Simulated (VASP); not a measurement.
Wanted: the native input for a VASP 6.6.1 run.

- Task: single point
- Functional: PBE
- Potentials or basis: VASP PAW PBE potentials, release 64 (Zr_sv, Sc_sv, F)
- Cutoff: 520 eV
- k mesh: 4 × 4 × 4
- Occupations: gaussian, width 0.1 eV
- Spin: no spin polarisation
- Dipole correction: no
- Further INCAR settings: ALGO = Normal; EDIFF = 1e-06; NBANDS = 38

The structure of ZrSc3F2 lies in POSCAR:

```
ZrSc3F2
1.0
    4.5040764300      0.0000000000      0.0000000000
    0.0000000000      4.5040764300      0.0000000000
    0.0000000000      0.0000000000      5.5933880800
Zr Sc F
1 3 2
Direct
    0.0000000000      0.0000000000      0.0356883900
    0.5000000000      0.5000000000      0.1475509300
    0.0000000000      0.0000000000      0.5540418100
    0.5000000000      0.5000000000      0.7081385600
    0.5000000000      0.0000000000      0.5524380600
    0.0000000000      0.5000000000      0.5524380600
```

The cell was built from a structure type or drawn by symmetry, and may not be a known phase.

These files were run (other wordings do the same):

INCAR

```
SYSTEM = ZrSc3F2
  ALGO = Normal
  EDIFF = 1E-6
  ENCUT = 520
  GGA = PE
  ISIF = 2
  ISMEAR = 0
  LASPH = .True.
  LCHARG = .False.
  LREAL = .False.
  LWAVE = .False.
  NBANDS = 38
  NELM = 80
  PREC = Accurate
  SIGMA = 0.1
```

KPOINTS

```
k-points
0
Gamma
  4 4 4
  0 0 0
```

Potentials or basis: VASP PAW PBE potentials, release 64 (Zr_sv, Sc_sv, F).

Command:

```bash
$ cat potpaw_PBE.64/Zr_sv/POTCAR potpaw_PBE.64/Sc_sv/POTCAR potpaw_PBE.64/F/POTCAR > POTCAR
$ mpirun -np 1 vasp_std > vasp.out
```

It gave:

The pressure is 0.6 GPa and the largest force is 1.639 eV/Å. The band gap on the k mesh is zero (an odd number of electrons rules out a gap without spin polarisation).

Caveat: an odd number of electrons without spin polarisation forces a metal; a magnetic or distorted state may lie lower.

It took 2.3 min on 1 thread of Oxide Virtual Turin-like Processor, on a shared host, peak memory 0.22 GiB.
